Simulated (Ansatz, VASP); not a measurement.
## One calculation of YBe, two programs

```
CELL_PARAMETERS angstrom
3.41861 0.00000 0.00000
0.00000 3.41861 0.00000
0.00000 0.00000 3.41861
ATOMIC_POSITIONS crystal
Y 0.50000 0.50000 0.50000
Be 0.00000 0.00000 0.00000
```

Alike in both runs: functional PBE; k mesh 16 × 16 × 16; occupations gaussian, width 0.1 eV; no spin polarisation.

Ansatz relaxed the structure, and its values are those at the end. VASP's run is a single point on that final structure, the one shown.

```csv
,VASP,Ansatz
version,VASP 6.6.1,Ansatz 0.2.0
potentials or method,"VASP PAW PBE potentials, release 64 (Y_sv, Be), cutoff 520 eV","scalar-relativistic, plane waves, PAW"
valence electrons in the cell,13,13
```

Ansatz gave:

- gap on the k mesh at the Fermi level (eV): none
- pressure (GPa): 0.0

Q: Which values does VASP return?

A: gap on the k mesh at the Fermi level (eV): none; pressure (GPa): -0.1.

A gap of «none» marks a metal or a gap that the smearing closes. The functional is the same, so the differences come from potentials, cutoffs and numerics.
